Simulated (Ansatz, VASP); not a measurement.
# Two plane-wave programs on Ti2In

Contents of INCAR:

```
  PREC = Accurate
  ENCUT = 600
  EDIFF = 1E-6
  ISMEAR = 0
  SIGMA = 0.1
  LREAL = F
  LASPH = T
  NELM = 80
  ALGO = Fast
  ISIF = 3
  LWAVE = F
  LCHARG = F
  GGA = PE
  IBRION = 2
  NSW = 90
  EDIFFG = -0.04
```

File KPOINTS:

```
Automatic mesh
0
Gamma
  6 6 6
```

Contents of POSCAR:

```
Ti2In
1.0
    0.0000000000      3.1690136800      3.1690136800
    3.1690136800      0.0000000000      3.1690136800
    3.1690136800      3.1690136800      0.0000000000
Ti In
2 1
Direct
    0.7500000000      0.7500000000      0.7500000000
    0.2500000000      0.2500000000      0.2500000000
    0.5000000000      0.5000000000      0.5000000000
```

Input for Ansatz:

```yaml
crystal:
  lattice:
    - [0.0, 3.16901368, 3.16901368]
    - [3.16901368, 0.0, 3.16901368]
    - [3.16901368, 3.16901368, 0.0]
  atoms:
    - { symbol: Ti, position: [0.75, 0.75, 0.75] }
    - { symbol: Ti, position: [0.25, 0.25, 0.25] }
    - { symbol: In, position: [0.5, 0.5, 0.5] }
basis:
  ecutwfc: 420
kpoints:
  mp_grid: { grid: [6, 6, 6] }
hamiltonian:
  xc: pbe
scf:
  occupations: { method: gaussian, width: 0.1 }
  lower_state_search: "off"
output:
  forces: true
  stress: true
  eigenvalues: true
relax:
  adjacent_minimum: "off"
  f_tol: 0.04
  max_steps: 70
  cell: { stress_tol: 0.4 }
```

Alike in both runs: task relaxation of cell and atoms; functional PBE; k mesh 6 × 6 × 6; occupations gaussian, width 0.1 eV; no spin polarisation.

```csv
,VASP,Ansatz
version,VASP 6.6.1,Ansatz 0.2.0
potentials or method,"VASP PAW PBE potentials, release 64 (Ti_sv, In_d), cutoff 600 eV","scalar-relativistic, plane waves, PAW"
valence electrons in the cell,37,37
```

Ansatz gave:

* gap on the k mesh at the Fermi level, each at its own relaxed structure (eV): none
* relaxed volume (Å³/atom): 22.35
* relaxed cell length with the largest relative difference (Å): 4.560

Q: What did VASP give for the same quantities?

A: gap on the k mesh at the Fermi level, each at its own relaxed structure (eV): none; relaxed volume (Å³/atom): 22.24; relaxed cell length with the largest relative difference (Å): 4.553.

A gap of «none» marks a metal or a gap that the smearing closes.
